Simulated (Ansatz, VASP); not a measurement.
# One calculation of Pb, two programs

File POSCAR:

```
Pb
1.0
    0.0000000000      2.4946408835      2.4946408835
    2.4946408835      0.0000000000      2.4946408835
    2.4946408835      2.4946408835      0.0000000000
Pb
1
Direct
    0.0000000000      0.0000000000      0.0000000000
```

INCAR.step1

```
  PREC = Accurate
  ENCUT = 520
  ISMEAR = 1
  SIGMA = 0.01
  LREAL = False
  LASPH = True
  NELM = 60
  NBANDS = 13
  GGA = PE
  ALGO = Normal
  EDIFF = 1E-4
  LWAVE = True
  LCHARG = False
```

File INCAR.step2:

```
  PREC = Accurate
  ENCUT = 520
  EDIFF = 1E-7
  ISMEAR = 1
  SIGMA = 0.01
  LREAL = False
  LASPH = True
  NELM = 60
  ALGO = Normal
  ISIF = 2
  LWAVE = False
  LCHARG = True
  METAGGA = R2SCAN
  LMIXTAU = True
  LELF = True
  LVHAR = True
  NBANDS = 13
  ISTART = 1
```

The input KPOINTS:

```
Automatic mesh
0
Gamma
  11 11 11
```

Input for Ansatz:

```yaml
crystal:
  lattice:
    - [0.0, 2.4946408835, 2.4946408835]
    - [2.4946408835, 0.0, 2.4946408835]
    - [2.4946408835, 2.4946408835, 0.0]
  atoms:
    - { symbol: Pb, position: [0.0, 0.0, 0.0] }
hamiltonian:
  xc: r2scan
  pseudopotentials:
    kind: paw
    azcp:
      Pb: "pseudopotentials/Pb.paw.azcp"
basis:
  ecutwfc: 500
  fft_grid_basis: typed
kpoints:
  mp_grid: { grid: [11, 11, 11], shift: [0, 0, 0] }
magnetization:
  spin_polarized: false
scf:
  occupations: { method: cold, width: 0.01 }
  lower_state_search: "off"
output:
  stress: true
```

Alike in both runs: task single point; functional r2SCAN; k mesh 11 × 11 × 11; no spin polarisation.

|  | VASP | Ansatz |
| --- | --- | --- |
| version | VASP 6.6.1 | Ansatz 0.2.0 |
| potentials or method | VASP PAW PBE potentials, release 64 (Pb_d), cutoff 520 eV | plane waves (500 eV) with PAW, scalar-relativistic |
| occupations | methfessel-paxton of order 1, width 0.01 eV | cold, width 0.01 eV |
| valence electrons in the cell | 14 | 14 |

```csv
,VASP,Ansatz,Ansatz less VASP
pressure (GPa),0.0,0.0,+0.01
```

VASP's potentials were made for PBE, not for r2SCAN.

Neither program's run includes spin-orbit coupling.
